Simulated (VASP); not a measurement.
# SiC (P6_3mc) in VASP: a series of runs

SiC is run at these levels: PBEsol; tasks: single point.

Everything below comes from runs of VASP 6.6.1. Logs are shortened: lines on timing, memory, paths and dates and some standing lists are left out, and cuts for length are marked.

## (1) The cell of the first run

Symmetry: P6_3mc, No. 186, hexagonal system. The conventional cell has a = 2.953 Å, b = 2.953 Å, c = 4.839 Å, α = 90.00°, β = 90.00°, γ = 120.00°. Within 2.4 Å of Si (site symmetry 3m) lie 4 C at 1.81 to 1.82 Å. Within 2.4 Å of C (site symmetry 3m) lie 4 Si at 1.81 to 1.82 Å.

## (2) Single point, PBEsol

Input file INCAR:

```
PREC = Accurate
ENCUT = 520
EDIFF = 1E-6
ISMEAR = 0
SIGMA = 0.01
LREAL = F
LASPH = T
NELM = 80
ALGO = Normal
ISIF = 2
LWAVE = F
LCHARG = F
GGA = PS
NBANDS = 16
```

Input file KPOINTS:

```
regular mesh
0
Gamma
  12 12 6
```

Input file POSCAR:

```
SiC
1.0
    2.9525984955      0.0000000000      0.0000000000
   -1.4762992477      2.5570253042      0.0000000000
    0.0000000000      0.0000000000      4.8394101435
Si C
2 2
Direct
    0.3333333333      0.6666666667      0.0045879413
    0.6666666667      0.3333333333      0.5045879413
    0.3333333333      0.6666666667      0.3804120587
    0.6666666667      0.3333333333      0.8804120587
```

Potentials or basis: VASP PAW PBE potentials, release 64 (Si, C).

On the command line:

```sh
$ cat potpaw_PBE.64/Si/POTCAR potpaw_PBE.64/C/POTCAR > POTCAR
$ mpirun -np 1 vasp_std > vasp.out
```

OUTCAR:

```text
PREC = Accurate
   ENCUT = 520
   EDIFF = 1E-6
   ISMEAR = 0
   LREAL = F
   LASPH = T
   NELM = 80
   ISIF = 2
   GGA = PS

 ion  position               nearest neighbor table
   1  0.333  0.667  0.005-   4 1.81   4 1.81   4 1.81   3 1.82   2 2.96   2 2.96   2 2.96   2 2.96
                             2 2.96   2 2.96
   2  0.667  0.333  0.505-   3 1.81   3 1.81   3 1.81   4 1.82   1 2.96   1 2.96   1 2.96   1 2.96
                             1 2.96   1 2.96
   3  0.333  0.667  0.380-   2 1.81   2 1.81   2 1.81   1 1.82
   4  0.667  0.333  0.880-   1 1.81   1 1.81   1 1.81   2 1.82

  LATTYP: Found a hexagonal cell.
 ALAT       =     2.9525984955
 C/A-ratio  =     1.6390342781

  Lattice vectors:

 A1 = (   2.9525984955,   0.0000000000,   0.0000000000)
 A2 = (  -1.4762992477,   2.5570253042,   0.0000000000)
 A3 = (   0.0000000000,   0.0000000000,   4.8394101435)

Analysis of symmetry for initial positions (statically):
=====================================================================
 Subroutine PRICEL returns:
 Original cell was already a primitive cell.

 Routine SETGRP: Setting up the symmetry group for a
 hexagonal supercell.

 Subroutine GETGRP returns: Found 12 space group operations
 (whereof  6 operations were pure point group operations)
 out of a pool of 24 trial point group operations.

The static configuration has the point symmetry C_3v.
 The point group associated with its full space group is C_6v.

Analysis of symmetry for dynamics (positions and initial velocities):
=====================================================================
 Subroutine PRICEL returns:
 Original cell was already a primitive cell.

 Routine SETGRP: Setting up the symmetry group for a
 hexagonal supercell.

 Subroutine GETGRP returns: Found 12 space group operations
 (whereof  6 operations were pure point group operations)
 out of a pool of 24 trial point group operations.

The dynamic configuration has the point symmetry C_3v.
 The point group associated with its full space group is C_6v.

 Subroutine INISYM returns: Found 12 space group operations
 (whereof  6 operations are pure point group operations),
 and found     1 'primitive' translations

----------------------------------------------------------------------------------------

                                     Primitive cell

  volume of cell :      36.5369

  direct lattice vectors                    reciprocal lattice vectors
     2.952598496  0.000000000  0.000000000     0.338684722  0.195539715  0.000000000
    -1.476299248  2.557025304  0.000000000     0.000000000  0.391079431  0.000000000
     0.000000000  0.000000000  4.839410144     0.000000000  0.000000000  0.206636753

  length of vectors
     2.952598496  2.952598495  4.839410144     0.391079431  0.391079431  0.206636753

  position of ions in fractional coordinates (direct lattice)
     0.333333333  0.666666667  0.004587941
     0.666666667  0.333333333  0.504587941
     0.333333333  0.666666667  0.380412059
     0.666666667  0.333333333  0.880412059

  ion indices of the primitive-cell ions
   primitive index   ion index
                 1           1
                 2           2
                 3           3
                 4           4

----------------------------------------------------------------------------------------

 KPOINTS: regular mesh

Automatic generation of k-mesh.
 Grid dimensions read from file:
 generate k-points for:   12   12    6

 Generating k-lattice:

  Cartesian coordinates                     Fractional coordinates (reciprocal lattice)
     0.028223727  0.016294976  0.000000000     0.083333333 -0.000000000  0.000000000
     0.000000000  0.032589953  0.000000000     0.000000000  0.083333333  0.000000000
     0.000000000  0.000000000  0.034439459     0.000000000  0.000000000  0.166666667

  Length of vectors
     0.032589953  0.032589953  0.034439459

  Shift w.r.t. Gamma in fractional coordinates (k-lattice)
     0.000000000  0.000000000  0.000000000

 Subroutine IBZKPT returns following result:
 ===========================================

 Found     76 irreducible k-points:

 Following reciprocal coordinates:
            Coordinates               Weight
  0.000000  0.000000  0.000000      1.000000
  0.083333  0.000000  0.000000      6.000000
  0.166667  0.000000  0.000000      6.000000
  0.250000 -0.000000  0.000000      6.000000
  0.333333  0.000000  0.000000      6.000000
  0.416667  0.000000  0.000000      6.000000
[... 16 lines left out ...]
  0.250000 -0.000000  0.166667     12.000000
  0.333333  0.000000  0.166667     12.000000
 [... further k-points ...]
   k-points           NKPTS =     76   k-points in BZ     NKDIM =     76   number of bands    NBANDS=     16
   number of dos      NEDOS =    301   number of ions     NIONS =      4
   total plane-waves  NPLWV =  20736
   dimension x,y,z NGX =    24 NGY =   24 NGZ =   36
   dimension x,y,z NGXF=    48 NGYF=   48 NGZF=   72
   ions per type =               2   2
   NGX,Y,Z   is equivalent  to a cutoff of  13.51, 13.51, 12.37 a.u.
   NGXF,Y,Z  is equivalent  to a cutoff of  27.03, 27.03, 24.73 a.u.
 SYSTEM =  unknown system
   PREC   = accura    normal or accurate (medium, high low for compatibility)
   ISTART =      0    job   : 0-new  1-cont  2-samecut
   ICHARG =      2    charge: 1-file 2-atom 10-const
   ISPIN  =      1    spin polarized calculation?
   LNONCOLLINEAR =      F non collinear calculations
   LSORBIT =      F    spin-orbit coupling
   LASPH  =      T    aspherical Exc in radial PAW
   ENCUT  =  520.0 eV  38.22 Ry    6.18 a.u.   5.49  5.49  9.00*2*pi/ulx,y,z
   NELM   =     80;   NELMIN=  2; NELMDL= -5     # of ELM steps
   EDIFF  = 0.1E-05   stopping-criterion for ELM
   LREAL  =      F    real-space projection
   EDIFFG = 0.1E-04   stopping-criterion for IOM
   NSW    =      0    number of steps for IOM
   IBRION =     -1    ionic relax: 0-MD 1-quasi-New 2-CG
   NFREE  =      0    steps in history (QN), initial steepest desc. (CG)
   ISIF   =      2    stress and relaxation
   ISYM   =      2    0-nonsym 1-usesym 2-fastsym
   POTIM  = 0.5000    time-step for ionic-motion
   TEBEG  =    0.0;   TEEND  =   0.0 temperature during run
   PSTRESS=    0.0 pullay stress
   NELECT =      16.0000    total number of electrons
   NUPDOWN=      -1.0000    fix difference up-down
   EMIN   =  10.00;   EMAX   =-10.00  energy-range for DOS
   EFERMI =   0.00;   METHOD = LEGACY
   ISMEAR =     0;   SIGMA  =   0.01  broadening in eV -4-tet -1-fermi 0-gaus
   EFERMI_NEDOS =   21; number of points for ismear=-14 and -15
   IALGO  =     38    algorithm
   IMIX   =      4    mixing-type and parameters
     AMIX     =   0.40;   BMIX     =  1.00
     AMIX_MAG =   1.60;   BMIX_MAG =  1.00
  volume/ion in A,a.u.               =       9.13        61.64
  Fermi-wavevector in a.u.,A,eV,Ry     =   1.243190  2.349289 21.028098  1.545522
  Thomas-Fermi vector in A             =   2.377512
   LORBIT       =      0    0 simple, 1 ext, 2 COOP (PROOUT), +10 PAW based schemes
   GGA     = PS    functional components
   LHFCALC =     F    Hartree Fock is set to
   AEXX    =    0.0000 exact exchange contribution
   IVDW    =     0    specifies the selected vdW correction
   LEPSILON=     F    determine dielectric tensor
   LRPA    =     F    only Hartree local field effects (RPA)
 non-spin polarized calculation
 Gauss-broadening in eV      SIGMA  =   0.01
  energy-cutoff  :      520.00
  volume of cell :       36.54
 maximum number of plane-waves:      1008
 NGX is ok and might be reduce to    24
   NGX = 11   NGY = 11   NGZ = 17

 number of electron      16.0000001 magnetization

 Free energy of the ion-electron system (eV)
  ---------------------------------------------------
  ext. energy  EPLUGINS =         0.00000000
  ---------------------------------------------------
  free energy    TOTEN  =       -31.33177346 eV

  energy without entropy =      -31.33177346  energy(sigma->0) =      -31.33177346

 E-fermi :   9.8069     XC(G=0): -12.0414

 val. band max:        9.6775117821   @ k =   0.0000   0.0000   0.0000
 cond. band min:      11.5606644970   @ k =   0.3333   0.3333   0.0000
 fundamental gap:      1.8831527150
 Fermi energy:         9.8069237318

 k-point     1 :       0.0000    0.0000    0.0000
  band No.  band energies     occupation
      1      -6.9373      2.00000
      2      -2.8323      2.00000
      3       0.1708      2.00000
      4       8.2973      2.00000
      5       8.2973      2.00000
      6       9.5698      2.00000
[... 8 lines left out ...]
     15      19.4741      0.00000
     16      21.5274      0.00000

 k-point     2 :       0.0833    0.0000    0.0000
  band No.  band energies     occupation
      1      -6.8041      2.00000
      2      -2.7192      2.00000
      3       0.2984      2.00000
      4       7.5749      2.00000
      5       8.0566      2.00000
      6       9.2243      2.00000
[... 8 lines left out ...]
     15      19.7652      0.00000
     16      20.4906      0.00000

 k-point     3 :       0.1667    0.0000    0.0000
  band No.  band energies     occupation
      1      -6.4076      2.00000
      2      -2.3888      2.00000
      3       0.6751      2.00000
      4       5.9656      2.00000
      5       7.5222      2.00000
      6       8.1024      2.00000
[... 8 lines left out ...]
     15      20.0021      0.00000
     16      20.1656      0.00000

 k-point     4 :       0.2500   -0.0000    0.0000
  band No.  band energies     occupation
      1      -5.7582      2.00000
      2      -1.8790      2.00000
      3       1.2733      2.00000
      4       4.1512      2.00000
      5       6.6648      2.00000
      6       6.9504      2.00000
[... 8 lines left out ...]
     15      20.5067      0.00000
     16      21.0810      0.00000
[... 324 lines left out ...]
 k-point    22 :       0.1667    0.0000    0.1667
  band No.  band energies     occupation
      1      -6.2589      2.00000
      2      -3.0410      2.00000
      3       1.5418      2.00000
      4       6.0941      2.00000
      5       7.6211      2.00000
      6       7.7075      2.00000
[... 8 lines left out ...]
     15      20.1663      0.00000
     16      20.7234      0.00000

 k-point    23 :       0.2500   -0.0000    0.1667
  band No.  band energies     occupation
      1      -5.6116      2.00000
      2      -2.4828      2.00000
      3       2.0148      2.00000
      4       4.3593      2.00000
      5       6.2394      2.00000
      6       7.0575      2.00000
[... 8 lines left out ...]
     15      21.1554      0.00000
     16      21.4543      0.00000

 k-point    24 :       0.3333    0.0000    0.1667
  band No.  band energies     occupation
      1      -4.7388      2.00000
      2      -1.8106      2.00000
      3       1.9341      2.00000
      4       3.4742      2.00000
      5       4.6915      2.00000
      6       6.5930      2.00000
[... 8 lines left out ...]
     15      22.1530      0.00000
     16      22.6994      0.00000

 [... further k-points ...]

------------------------ aborting loop because EDIFF is reached ----------------------------------------

  FORCE on cell =-STRESS in cart. coord.  units (eV):
  Direction    XX          YY          ZZ          XY          YZ          ZX
  --------------------------------------------------------------------------------------
  -------------------------------------------------------------------------------------
  Total        8.0841630      8.0841630      8.0854338      0.0000000      0.0000000      0.0000000
  in kB      354.4980044    354.4980043    354.5537314      0.0000000      0.0000000      0.0000000
  external PRESSURE =     354.5165800 kB  Pullay stress =       0.0000000 kB

 VOLUME and BASIS-vectors are now :
 -----------------------------------------------------------------------------
  energy-cutoff  :      520.00
  volume of cell :       36.54
      direct lattice vectors                 reciprocal lattice vectors
     2.952598496  0.000000000  0.000000000     0.338684722  0.195539715  0.000000000
    -1.476299248  2.557025304  0.000000000     0.000000000  0.391079431  0.000000000
     0.000000000  0.000000000  4.839410144     0.000000000  0.000000000  0.206636753

 POSITION                                       TOTAL-FORCE (eV/Angst)
 -----------------------------------------------------------------------------------
     -0.00000      1.70468      0.02220        -0.000000     -0.000000      0.000916
      1.47630      0.85234      2.44191         0.000000     -0.000000      0.000916
     -0.00000      1.70468      1.84097         0.000000      0.000000     -0.000916
      1.47630      0.85234      4.26068        -0.000000     -0.000000     -0.000916
 -----------------------------------------------------------------------------------
    total drift:                               -0.000000      0.000000     -0.000269

  FREE ENERGIE OF THE ION-ELECTRON SYSTEM (eV)
  ---------------------------------------------------
  free  energy   TOTEN  =       -31.3317734588 eV

  energy  without entropy=      -31.3317734588  energy(sigma->0) =      -31.33177346
```

Wall time 12 s (1 thread of Intel Xeon 6975P-C (Granite Rapids), shared host); peak memory 0.17 GiB.

What came out:

```yaml
Free_energy: -31.3318 eV
Pressure: 35.5 GPa
Band_gap_on_the_k_mesh: 1.88 eV, indirect (least direct gap 4.08 eV)
```

Levels at points of the mesh, in eV from the valence-band top:
| k point | band 6 | band 7 | band 8 | band 9 | band 10 | band 11 |
| --- | --- | --- | --- | --- | --- | --- |
| (0.00, 0.00, 0.00) | -0.11 | 0.00 | 0.00 | 5.80 | 7.35 | 7.35 |
| (0.50, 0.00, 0.00) | -3.71 | -3.60 | -1.23 | 2.86 | 4.25 | 7.53 |
| (0.00, 0.00, 0.50) | -0.74 | -0.74 | -0.74 | 6.89 | 6.89 | 7.96 |
| (0.50, 0.00, 0.50) | -2.63 | -2.46 | -2.46 | 3.42 | 3.42 | 5.73 |

Caveat: the PAW data sets were made with another functional, which shifts forces and pressure a little. PBEsol gaps usually lie below the measured ones, often by a third to a half.

## (3) Single point, PBEsol

This run uses another cell than the first one, of 10.34 Å³/atom, 1.132 times its volume.

Input file INCAR:

```
SYSTEM = SiC
PREC = Accurate
ENCUT = 520
EDIFF = 1E-6
ISMEAR = 0
SIGMA = 0.02
LREAL = .FALSE.
LASPH = .TRUE.
NELM = 80
ALGO = Normal
ISIF = 2
LWAVE = .FALSE.
LCHARG = .FALSE.
GGA = PS
NBANDS = 16
```

Input file KPOINTS:

```
regular mesh
0
G
  12 12 6
  0 0 0
```

Input file POSCAR:

```
SiC
1.0
    3.0758056117      0.0000000000      0.0000000000
   -1.5379028059      2.6637257968      0.0000000000
    0.0000000000      0.0000000000      5.0477112736
Si C
2 2
Direct
    0.3333333333      0.6666666667      0.0045849538
    0.6666666667      0.3333333333      0.5045849538
    0.3333333333      0.6666666667      0.3804150462
    0.6666666667      0.3333333333      0.8804150462
```

Potentials or basis: VASP PAW PBE potentials, release 64 (Si, C).

On the command line:

```sh
$ cat potpaw_PBE.64/Si/POTCAR potpaw_PBE.64/C/POTCAR > POTCAR
$ mpirun -np 1 vasp_std > vasp.out
```

Run time: 13 s. Hardware: 1 thread of Intel Xeon 6975P-C (Granite Rapids), shared host; peak memory 0.17 GiB.

It converged, with:

- Free energy: -31.8222 eV
- Pressure: 0.4 GPa
- Band gap on the k mesh: 2.11 eV, indirect (least direct gap 3.85 eV)

Forces in eV/Å, atoms in the order of the input:
```
Si   0.000  0.000  0.002
Si   0.000  0.000  0.002
C    0.000  0.000 -0.002
C    0.000  0.000 -0.002
```

Levels at points of the mesh, in eV from the valence-band top:
| k point | band 4 | band 5 | band 6 | band 7 | band 8 | band 9 | band 10 | band 11 | band 12 | band 13 |
| --- | --- | --- | --- | --- | --- | --- | --- | --- | --- | --- |
| (0.00, 0.00, 0.00) | -1.32 | -1.32 | -0.11 | 0.00 | 0.00 | 4.74 | 6.15 | 6.59 | 6.59 | 7.68 |
| (0.50, 0.00, 0.00) | -6.31 | -5.48 | -3.34 | -3.34 | -1.20 | 2.65 | 4.12 | 6.80 | 7.04 | 9.99 |
| (0.00, 0.00, 0.50) | -4.46 | -0.72 | -0.72 | -0.71 | -0.71 | 5.83 | 5.83 | 7.27 | 7.27 | 7.27 |
| (0.50, 0.00, 0.50) | -8.32 | -2.46 | -2.46 | -2.34 | -2.34 | 3.17 | 3.17 | 5.16 | 5.16 | 10.30 |

Caveat: the PAW data sets were made with another functional, which shifts forces and pressure a little. A k mesh can miss the band edges.
